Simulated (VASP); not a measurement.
# HfB2 (P6/mmm) in VASP: single point with r2SCANh

Aim: the single point of HfB2 with r2SCANh.

All numbers are computed with VASP 6.6.1; they aren't measurements. Logs are shortened: lines on timing, memory, paths and dates and some standing lists are left out, and cuts for length are marked.

## (1) The cell of the first run

It takes space group P6/mmm (No. 191, hexagonal). The conventional cell has a = 3.140 Å, b = 3.140 Å, c = 3.480 Å, α = 90.00°, β = 90.00°, γ = 120.00°. Hf (site symmetry 6/mmm) has 12 B at 2.51 Å and 6 Hf at 3.14 Å within 3.3 Å. Within 2.4 Å of B (site symmetry -6m2) lie 3 B at 1.81 Å.

## (2) Single point, r2SCANh

POSCAR reads:

```
HfB2
1.0
    3.1400000000      0.0000000000      0.0000000000
   -1.5700000000      2.7193197679      0.0000000000
    0.0000000000      0.0000000000      3.4800000000
Hf B
1 2
Direct
    0.0000000000      0.0000000000      0.0000000000
    0.6666666667      0.3333333333      0.5000000000
    0.3333333333      0.6666666667      0.5000000000
```

INCAR.step1 reads:

```
PREC = Accurate
ENCUT = 520
EDIFF = 1E-5
ISMEAR = -1
SIGMA = 0.05
LREAL = F
LASPH = T
NELM = 100
ALGO = Normal
ISIF = 2
LWAVE = T
LCHARG = F
GGA = PE
NBANDS = 15
```

INCAR.step2 reads:

```
PREC = Accurate
ENCUT = 520
EDIFF = 1E-7
ISMEAR = -1
SIGMA = 0.05
LREAL = F
LASPH = T
NELM = 100
ALGO = Normal
ISIF = 2
LWAVE = F
LCHARG = F
METAGGA = R2SCAN
LHFCALC = T
AEXX = 0.1
LMIXTAU = T
PRECFOCK = Normal
ISTART = 1
NBANDS = 15
```

KPOINTS reads:

```
regular mesh
0
Gamma
  5 5 4
```

Potentials or basis: VASP PAW PBE potentials, release 64 (Hf_pv, B).

Started as:

```
$ cat potpaw_PBE.64/Hf_pv/POTCAR potpaw_PBE.64/B/POTCAR > POTCAR
$ cp INCAR.step1 INCAR
$ mpirun -np 1 vasp_std > vasp.out
$ cp INCAR.step2 INCAR
$ mpirun -np 1 vasp_std > vasp.out
```

OUTCAR:

```text
PREC = Accurate
   ENCUT = 520
   EDIFF = 1E-7
   ISMEAR = -1
   LREAL = F
   LASPH = T
   NELM = 100
   ISIF = 2
   METAGGA = R2SCAN
   LHFCALC = T
   AEXX = 0.1
   PRECFOCK = Normal
   ISTART = 1

 ion  position               nearest neighbor table
   1  0.000  0.000  0.000-   2 2.51   3 2.51   2 2.51   3 2.51   2 2.51   2 2.51   3 2.51   3 2.51
                             2 2.51   2 2.51   3 2.51   3 2.51
   2  0.667  0.333  0.500-   3 1.81   3 1.81   3 1.81   1 2.51   1 2.51   1 2.51   1 2.51   1 2.51
                             1 2.51
   3  0.333  0.667  0.500-   2 1.81   2 1.81   2 1.81   1 2.51   1 2.51   1 2.51   1 2.51   1 2.51
                             1 2.51

  LATTYP: Found a hexagonal cell.
 ALAT       =     3.1400000000
 C/A-ratio  =     1.1082802548

  Lattice vectors:

 A1 = (   3.1400000000,   0.0000000000,   0.0000000000)
 A2 = (  -1.5700000000,   2.7193197679,   0.0000000000)
 A3 = (   0.0000000000,   0.0000000000,   3.4800000000)

Analysis of symmetry for initial positions (statically):
=====================================================================
 Subroutine PRICEL returns:
 Original cell was already a primitive cell.

 Routine SETGRP: Setting up the symmetry group for a
 hexagonal supercell.

 Subroutine GETGRP returns: Found 24 space group operations
 (whereof 24 operations were pure point group operations)
 out of a pool of 24 trial point group operations.

The static configuration has the point symmetry D_6h.

Analysis of symmetry for dynamics (positions and initial velocities):
=====================================================================
 Subroutine PRICEL returns:
 Original cell was already a primitive cell.

 Routine SETGRP: Setting up the symmetry group for a
 hexagonal supercell.

 Subroutine GETGRP returns: Found 24 space group operations
 (whereof 24 operations were pure point group operations)
 out of a pool of 24 trial point group operations.

The dynamic configuration has the point symmetry D_6h.

 Subroutine INISYM returns: Found 24 space group operations
 (whereof 24 operations are pure point group operations),
 and found     1 'primitive' translations

----------------------------------------------------------------------------------------

                                     Primitive cell

  volume of cell :      29.7146

  direct lattice vectors                    reciprocal lattice vectors
     3.140000000  0.000000000  0.000000000     0.318471338  0.183869512  0.000000000
    -1.570000000  2.719319768  0.000000000     0.000000000  0.367739025  0.000000000
     0.000000000  0.000000000  3.480000000     0.000000000  0.000000000  0.287356322

  length of vectors
     3.140000000  3.140000000  3.480000000     0.367739025  0.367739025  0.287356322

  position of ions in fractional coordinates (direct lattice)
     0.000000000  0.000000000  0.000000000
     0.666666667  0.333333333  0.500000000
     0.333333333  0.666666667  0.500000000

  ion indices of the primitive-cell ions
   primitive index   ion index
                 1           1
                 2           2
                 3           3

----------------------------------------------------------------------------------------

 KPOINTS: regular mesh

Automatic generation of k-mesh.
 Grid dimensions read from file:
 generate k-points for:    5    5    4

 Generating k-lattice:

  Cartesian coordinates                     Fractional coordinates (reciprocal lattice)
     0.063694268  0.036773902  0.000000000     0.200000000  0.000000000  0.000000000
     0.000000000  0.073547805  0.000000000     0.000000000  0.200000000  0.000000000
     0.000000000  0.000000000  0.071839080     0.000000000  0.000000000  0.250000000

  Length of vectors
     0.073547805  0.073547805  0.071839080

  Shift w.r.t. Gamma in fractional coordinates (k-lattice)
     0.000000000  0.000000000  0.000000000

 Subroutine IBZKPT returns following result:
 ===========================================

 Found     15 irreducible k-points:

 Following reciprocal coordinates:
            Coordinates               Weight
  0.000000  0.000000  0.000000      1.000000
  0.200000  0.000000  0.000000      6.000000
  0.400000  0.000000  0.000000      6.000000
  0.200000  0.200000  0.000000      6.000000
  0.400000  0.200000  0.000000      6.000000
  0.000000  0.000000  0.250000      2.000000
  0.200000  0.000000  0.250000     12.000000
  0.400000  0.000000  0.250000     12.000000
  0.200000  0.200000  0.250000     12.000000
  0.400000  0.200000  0.250000     12.000000
  0.000000  0.000000  0.500000      1.000000
  0.200000  0.000000  0.500000      6.000000
  0.400000  0.000000  0.500000      6.000000
  0.200000  0.200000  0.500000      6.000000
  0.400000  0.200000  0.500000      6.000000
   k-points           NKPTS =     15   k-points in BZ     NKDIM =    100   number of bands    NBANDS=     15
   number of dos      NEDOS =    301   number of ions     NIONS =      3
   total plane-waves  NPLWV =  16128
   dimension x,y,z NGX =    24 NGY =   24 NGZ =   28
   dimension x,y,z NGXF=    48 NGYF=   48 NGZF=   56
   ions per type =               1   2
   NGX,Y,Z   is equivalent  to a cutoff of  12.71, 12.71, 13.38 a.u.
   NGXF,Y,Z  is equivalent  to a cutoff of  25.41, 25.41, 26.75 a.u.
 SYSTEM =  unknown system
   PREC   = accura    normal or accurate (medium, high low for compatibility)
   ISTART =      1    job   : 0-new  1-cont  2-samecut
   ICHARG =      0    charge: 1-file 2-atom 10-const
   ISPIN  =      1    spin polarized calculation?
   LNONCOLLINEAR =      F non collinear calculations
   LSORBIT =      F    spin-orbit coupling
   LASPH  =      T    aspherical Exc in radial PAW
   ENCUT  =  520.0 eV  38.22 Ry    6.18 a.u.   5.84  5.84  6.47*2*pi/ulx,y,z
   NELM   =    100;   NELMIN=  2; NELMDL=  0     # of ELM steps
   EDIFF  = 0.1E-06   stopping-criterion for ELM
   LREAL  =      F    real-space projection
   EDIFFG = 0.1E-05   stopping-criterion for IOM
   NSW    =      0    number of steps for IOM
   IBRION =     -1    ionic relax: 0-MD 1-quasi-New 2-CG
   NFREE  =      0    steps in history (QN), initial steepest desc. (CG)
   ISIF   =      2    stress and relaxation
   ISYM   =      3    0-nonsym 1-usesym 2-fastsym
   POTIM  = 0.5000    time-step for ionic-motion
   TEBEG  =    0.0;   TEEND  =   0.0 temperature during run
   PSTRESS=    0.0 pullay stress
   NELECT =      16.0000    total number of electrons
   NUPDOWN=      -1.0000    fix difference up-down
   EMIN   =  10.00;   EMAX   =-10.00  energy-range for DOS
   EFERMI =   0.00;   METHOD = LEGACY
   ISMEAR =    -1;   SIGMA  =   0.05  broadening in eV -4-tet -1-fermi 0-gaus
   EFERMI_NEDOS =   21; number of points for ismear=-14 and -15
   IALGO  =     38    algorithm
   IMIX   =      1    mixing-type and parameters
     AMIX     =   0.40;   BMIX     =  1.00
     AMIX_MAG =   1.60;   BMIX_MAG =  1.00
  volume/ion in A,a.u.               =       9.90        66.84
  Fermi-wavevector in a.u.,A,eV,Ry     =   1.331860  2.516850 24.134693  1.773850
  Thomas-Fermi vector in A             =   2.460838
   LORBIT       =      0    0 simple, 1 ext, 2 COOP (PROOUT), +10 PAW based schemes
   METAGGA = R2SCAN    functional components
   LHFCALC =     T    Hartree Fock is set to
   PRECFOCK=normal    Normal, Fast or Accurate (Low or Medium for compatibility)
   ENCUT4O =  -1.0   cutoff for four orbital integrals eV
   NKREDX  =     1    reduce k-point grid by
   NKREDY  =     1    reduce k-point grid by
   NKREDZ  =     1    reduce k-point grid by
   AEXX    =    0.1000 exact exchange contribution
   HFSCREEN=    0.0000 screening length (either q_TF or 0.3 A-1)
   HFSCREENC=   0.0000 screening length for correlation (either q_TF or 0.3 A-1)
   ENCUTFOCK=  -1.0 apply spherical cutoff to Coloumb kernel
   IVDW    =     0    specifies the selected vdW correction
   LEPSILON=     F    determine dielectric tensor
   LRPA    =     F    only Hartree local field effects (RPA)
 non-spin polarized calculation
  energy-cutoff  :      520.00
  volume of cell :       29.71
 maximum number of plane-waves:       816
 NGX is ok and might be reduce to    24
  NGX = 18; NGY = 18; NGZ = 20

 number of electron      15.9999997 magnetization

 Free energy of the ion-electron system (eV)
  ---------------------------------------------------
  ext. energy  EPLUGINS =         0.00000000
  ---------------------------------------------------
  free energy    TOTEN  =       -61.48375414 eV

  energy without entropy =      -61.47959474  energy(sigma->0) =      -61.48167444

 E-fermi :   7.4694     XC(G=0): -12.3136

 val. band max:        7.4694297481   @ k =   0.4000   0.2000   0.0000
 cond. band min:       8.0842462656   @ k =   0.0000   0.0000   0.2500
 fundamental gap:      0.6148165175
 Fermi energy:         7.4694304241

 k-point     1 :       0.0000    0.0000    0.0000
  band No.  band energies     occupation
      1     -25.1500      2.00000
      2     -24.6140      2.00000
      3     -24.6139      2.00000
      4      -7.7429      2.00000
      5       4.3030      2.00000
      6       4.3130      2.00000
      7       4.3179      2.00000
      8       4.3179      2.00000
      9      12.3160      0.00000
     10      12.3160      0.00000
     11      13.0535      0.00000
     12      13.0535      0.00000
     13      13.1577      0.00000
     14      13.2193      0.00000
     15      13.2193      0.00000

 k-point     2 :       0.2000    0.0000    0.0000
  band No.  band energies     occupation
      1     -25.0983      2.00000
      2     -24.9129      2.00000
      3     -24.6800      2.00000
      4      -6.8412      2.00000
      5       2.1128      2.00000
      6       3.7191      2.00000
      7       4.1703      2.00000
      8       4.9901      2.00000
      9      10.2646      0.00000
     10      11.7540      0.00000
     11      11.9670      0.00000
     12      12.4396      0.00000
     13      14.4796      0.00000
     14      15.6940      0.00000
     15      16.3278      0.00000

 k-point     3 :       0.4000    0.0000    0.0000
  band No.  band energies     occupation
      1     -25.3635      2.00000
      2     -25.0137      2.00000
      3     -24.7845      2.00000
      4      -4.5360      2.00000
      5      -1.3370      2.00000
      6       3.0561      2.00000
      7       3.7412      2.00000
      8       4.6441      2.00000
      9      10.4535      0.00000
     10      10.9930      0.00000
     11      12.1830      0.00000
     12      13.5743      0.00000
     13      14.4732      0.00000
     14      17.7656      0.00000
     15      18.8603      0.00000

 k-point     4 :       0.2000    0.2000    0.0000
  band No.  band energies     occupation
      1     -25.2061      2.00000
      2     -25.0300      2.00000
      3     -24.8451      2.00000
      4      -5.2255      2.00000
      5       0.2533      2.00000
      6       1.9777      2.00000
      7       3.3902      2.00000
      8       6.8585      1.99999
      9       8.5374      0.00000
     10       9.2724      0.00000
     11      13.8505      0.00000
     12      15.3195      0.00000
     13      15.5260      0.00000
     14      15.8322      0.00000
     15      18.1259      0.00000
[... 145 lines left out ...]
 k-point    13 :       0.4000    0.0000    0.5000
  band No.  band energies     occupation
      1     -25.3165      2.00000
      2     -25.2729      2.00000
      3     -24.7513      2.00000
      4      -4.2485      2.00000
      5      -0.3818      2.00000
      6       1.9139      2.00000
      7       2.2321      2.00000
      8       4.4074      2.00000
      9      11.8287      0.00000
     10      12.4036      0.00000
     11      13.5633      0.00000
     12      15.3109      0.00000
     13      16.0988      0.00000
     14      17.0832      0.00000
     15      20.2848      0.00000

 k-point    14 :       0.2000    0.2000    0.5000
  band No.  band energies     occupation
      1     -25.2946      2.00000
      2     -25.1621      2.00000
      3     -24.8121      2.00000
      4      -4.4055      2.00000
      5       0.2634      2.00000
      6       1.5856      2.00000
      7       2.1588      2.00000
      8       4.5913      2.00000
      9      11.7973      0.00000
     10      12.8067      0.00000
     11      12.9661      0.00000
     12      13.9093      0.00000
     13      17.5533      0.00000
     14      17.7977      0.00000
     15      17.9922      0.00000

 k-point    15 :       0.4000    0.2000    0.5000
  band No.  band energies     occupation
      1     -25.2929      2.00000
      2     -25.2381      2.00000
      3     -24.9488      2.00000
      4      -3.5378      2.00000
      5      -1.6504      2.00000
      6       1.5252      2.00000
      7       3.2097      2.00000
      8       4.0603      2.00000
      9      12.8019      0.00000
     10      14.1228      0.00000
     11      14.7251      0.00000
     12      15.0448      0.00000
     13      15.6607      0.00000
     14      16.3869      0.00000
     15      16.9180      0.00000

------------------------ aborting loop because EDIFF is reached ----------------------------------------

  FORCE on cell =-STRESS in cart. coord.  units (eV):
  Direction    XX          YY          ZZ          XY          YZ          ZX
  --------------------------------------------------------------------------------------
  -------------------------------------------------------------------------------------
  Total       -0.3267144     -0.3267144     -0.6935354      0.0000000      0.0000000      0.0000000
  in kB      -17.6160944    -17.6160944    -37.3947014      0.0000000      0.0000000      0.0000000
  external PRESSURE =     -24.2089634 kB  Pullay stress =       0.0000000 kB

 VOLUME and BASIS-vectors are now :
 -----------------------------------------------------------------------------
  energy-cutoff  :      520.00
  volume of cell :       29.71
      direct lattice vectors                 reciprocal lattice vectors
     3.140000000  0.000000000  0.000000000     0.318471338  0.183869512  0.000000000
    -1.570000000  2.719319768  0.000000000     0.000000000  0.367739025  0.000000000
     0.000000000  0.000000000  3.480000000     0.000000000  0.000000000  0.287356322

 POSITION                                       TOTAL-FORCE (eV/Angst)
 -----------------------------------------------------------------------------------
      0.00000      0.00000      0.00000         0.000000      0.000000      0.000000
      1.57000      0.90644      1.74000         0.000000      0.000000      0.000000
     -0.00000      1.81288      1.74000        -0.000000     -0.000000      0.000000
 -----------------------------------------------------------------------------------
    total drift:                                0.000000      0.000000     -0.000000

  FREE ENERGIE OF THE ION-ELECTRON SYSTEM (eV)
  ---------------------------------------------------
  free  energy   TOTEN  =       -61.4837541442 eV

  energy  without entropy=      -61.4795947440  energy(sigma->0) =      -61.48167444
```

Run time: 21 min. Hardware: 1 thread of Intel Xeon Platinum 8259CL at 2.50GHz (Skylake/Cascade Lake), shared host; peak memory 0.16 GiB.

Results:

| Property | Result |
| --- | --- |
| Free energy | -61.4838 eV |
| Pressure | -2.4 GPa |
| Band gap on the k mesh | zero (bands 8 and 9 overlap by 0.80 eV) |

Stress tensor (GPa, compression positive):
```
-1.76  0.00  0.00
 0.00 -1.76  0.00
 0.00  0.00 -3.74
```

Levels at points of the mesh, in eV from the Fermi level:
| k point | band 5 | band 6 | band 7 | band 8 | band 9 | band 10 | band 11 | band 12 |
| --- | --- | --- | --- | --- | --- | --- | --- | --- |
| (0.00, 0.00, 0.00) | -3.17 | -3.16 | -3.15 | -3.15 | 4.85 | 4.85 | 5.58 | 5.58 |
| (0.00, 0.00, 0.50) | -9.20 | -1.27 | -1.27 | 0.80 | 0.80 | 1.55 | 1.55 | 3.00 |

Caveat: the k points lie up to 0.46 Å⁻¹ apart, too coarse for converged energies and pressures of a metal; the PAW data sets were made with another functional, which shifts forces and pressure a little; spin-orbit coupling is left out, which moves the levels of the heavy elements.
